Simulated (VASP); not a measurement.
# Ba8Ti8O23 (a cell with a defect) in VASP: notebook, part 2 of 2

VASP 6.6.1. Earlier steps stand in the parts before.

## (3) Single point, PBE

The input, INCAR:

```
SYSTEM = Ba8Ti8O23
PREC = Accurate ; ENCUT = 520
EDIFF = 1E-6 ; ISMEAR = 0
SIGMA = 0.02 ; LREAL = Auto
LASPH = .True. ; NELM = 120
ALGO = Normal ; ISIF = 2
LWAVE = .False. ; LCHARG = .False.
GGA = PE ; NBANDS = 182
NELECT = 312.0 ; GGA_COMPAT = .False.
KPAR = 2 ; NCORE = 2
```

The input, KPOINTS:

```
Automatic mesh
0
Gamma
  2 2 2
  0 0 0
```

The input, POSCAR:

```
Ba8Ti8O23
1.0
    7.9682000000      0.0000000000      0.0000000000
    0.0000000000      5.6741000000      5.6916000000
    0.0000000000     -5.6741000000      5.6916000000
Ba Ti O
8 8 23
Direct
    0.0042064707      0.0024982214      0.0069694151
    0.0039593635     -0.0003572592      0.4986572100
    0.0092392259      0.5081399210      0.0083485884
    0.0058919204      0.5057730407      0.5000200579
    0.4894663789      0.0000046553      0.0077193590
    0.4893199217     -0.0019776966      0.4970232022
    0.4899118998      0.5048680003      0.0057010840
    0.4885406993      0.5059074865      0.4982445973
    0.2424290304      0.2579613695      0.2572264512
    0.2397157451      0.2594593770      0.7586033822
    0.2416157978      0.7593103250      0.2596365441
    0.2421696243      0.7568871452      0.7589013853
    0.7460236942      0.2676314273      0.2719135161
    0.7355716473      0.2322497509      0.7384003299
    0.7421014784      0.7613044180      0.2627643852
    0.7458221430      0.7731464806      0.7645740198
   -0.0033084009      0.2460793704      0.2405542651
    0.2517529680      0.2442992394      0.4857791217
    0.2515969730      0.4921611650      0.2502769895
    0.0069097161      0.2399480296      0.7355245968
    0.2505968726      0.2439364266      0.9916431995
    0.2506409227      0.4921598683      0.7448334201
    0.0054095028      0.7476384359      0.2477045257
    0.2513098316      0.7473685557      0.4934403557
    0.2512291358      0.9935178337      0.2474490298
   -0.0045807083      0.7383400878      0.7460607836
    0.2516798022      0.7511307354      0.9919657577
    0.2518664190      0.9857284159      0.7444882192
    0.5120884265      0.2458144837      0.2391612700
    0.7516632364      0.2679108561      0.5014619038
    0.7526170277      0.4941937849      0.2483828193
    0.5016554554      0.2412821402      0.7359759243
    0.7538037449      0.3566257339      0.9152512427
    0.5051549911      0.7474593497      0.2475582200
    0.7523287568      0.7438129048      0.4983810301
    0.7523605080      0.9957103255      0.2444087975
    0.5131515273      0.7362395945      0.7456937810
    0.7526391155      0.7429433387      0.9904511373
    0.7502694460      1.0013578466      0.7657784595
```

Potentials or basis: VASP PAW PBE potentials, release 64 (Ba_sv, Ti_sv, O).

Started as:

```bash
cat potpaw_PBE.64/Ba_sv/POTCAR potpaw_PBE.64/Ti_sv/POTCAR potpaw_PBE.64/O/POTCAR > POTCAR
mpirun -np 4 vasp_std > vasp.out
```

OUTCAR:

```text
SYSTEM = Ba8Ti8O23
   PREC = Accurate
   ENCUT = 520
   EDIFF = 1E-6
   ISMEAR = 0
   LREAL = Auto
   LASPH = .True.
   NELM = 120
   ISIF = 2
   GGA = PE
   NELECT = 312.0

 ion  position               nearest neighbor table
   1  0.004  0.002  0.007-  17 2.72  25 2.76  21 2.76  36 2.77  39 2.80  23 2.81  27 2.83  28 2.89
                            20 2.89  38 2.90  26 2.99  16 3.38  12 3.39  11 3.39  10 3.43   9 3.45
   2  0.004  1.000  0.499-  20 2.72  18 2.79  28 2.80  25 2.82  24 2.83  23 2.86  36 2.86  17 2.86
                            35 2.87  26 2.89  30 2.95  39 2.95  11 3.32  15 3.41   9 3.41  12 3.43
   3  0.009  0.508  0.008-  33 2.49  23 2.73  19 2.74  27 2.75  38 2.79  26 2.80  17 2.81  31 2.81
                            22 2.86  21 2.87  20 3.08  10 3.38  12 3.38   9 3.39  11 3.41  13 3.55
[... 1677 lines left out ...]
  external PRESSURE =      28.2474215 kB  Pullay stress =       0.0000000 kB

 VOLUME and BASIS-vectors are now :
 -----------------------------------------------------------------------------
  energy-cutoff  :      520.00
  volume of cell :      514.66
      direct lattice vectors                 reciprocal lattice vectors
     7.968200000  0.000000000  0.000000000     0.125498858  0.000000000  0.000000000
     0.000000000  5.674100000  5.691600000     0.000000000  0.088119702  0.087848760
     0.000000000 -5.674100000  5.691600000     0.000000000 -0.088119702  0.087848760

 POSITION                                       TOTAL-FORCE (eV/Angst)
 -----------------------------------------------------------------------------------
      0.03352     -0.02537      0.05389        -0.064368      0.069588     -0.027836
      0.03155      2.84264      8.52772        -0.052915      0.009854     -0.001208
      0.07362      2.83587      2.93965         0.039224      0.023871     -0.017141
      0.04695      0.03264      5.72457        -0.038047     -0.022470     -0.039290
      3.90017     -0.04377      0.04396         0.084487      0.057396     -0.027388
      3.89900      2.84272      8.50920         0.068170      0.011753     -0.015194
[... 31 lines left out ...]
      5.99718     -1.40438      9.86579         0.000722     -0.021596      0.006482
      5.97830     -4.33740      4.36623        -0.016417     -0.012176     -0.053979
 -----------------------------------------------------------------------------------
    total drift:                               -0.004334      0.004717     -0.022802

  FREE ENERGIE OF THE ION-ELECTRON SYSTEM (eV)
  ---------------------------------------------------
  free  energy   TOTEN  =      -320.9811216178 eV

  energy  without entropy=     -320.9811216178  energy(sigma->0) =     -320.98112162
```

Run time: 7.7 min. Hardware: 4 MPI ranks of Intel Xeon Platinum 8259CL at 2.50GHz (Skylake/Cascade Lake), shared host; peak memory 0.49 GiB.

Results:

```
Free energy   : -320.9811 eV
Largest force : 0.535 eV/Å
```

Forces in eV/Å, atoms in the order of the input:
```
Ba  -0.064  0.070 -0.028
Ba  -0.053  0.010 -0.001
Ba   0.039  0.024 -0.017
Ba  -0.038 -0.022 -0.039
Ba   0.084  0.057 -0.027
Ba   0.068  0.012 -0.015
Ba  -0.025  0.017  0.009
Ba   0.064 -0.018 -0.043
Ti  -0.013  0.003 -0.065
Ti  -0.035  0.020 -0.101
Ti   0.025  0.018 -0.072
Ti  -0.007  0.020 -0.056
Ti   0.040  0.060 -0.050
Ti   0.111 -0.046  0.088
Ti   0.044 -0.011 -0.094
Ti   0.043  0.030 -0.049
O   -0.011  0.000  0.040
O   -0.003 -0.016  0.050
O   -0.001  0.039  0.033
O   -0.012  0.044  0.057
O    0.007 -0.002  0.044
O    0.010  0.022  0.049
O   -0.026  0.016  0.014
O   -0.002 -0.008  0.041
O   -0.006  0.034  0.042
O   -0.019  0.006  0.017
O    0.001  0.004  0.049
O   -0.001  0.042  0.053
O   -0.023 -0.004  0.043
O   -0.005  0.035 -0.022
O    0.003  0.019  0.060
O   -0.094  0.047  0.033
O   -0.031 -0.511 -0.156
O   -0.035  0.014  0.006
O    0.002 -0.038  0.074
O    0.000  0.046  0.072
O   -0.023  0.004  0.012
O    0.001 -0.022  0.006
O   -0.016 -0.012 -0.054
```

Caveat: the cell carries a net charge on a neutralising background, which shifts energy and pressure; the cell is charged against a uniform background, so pressure and absolute levels hang on convention.
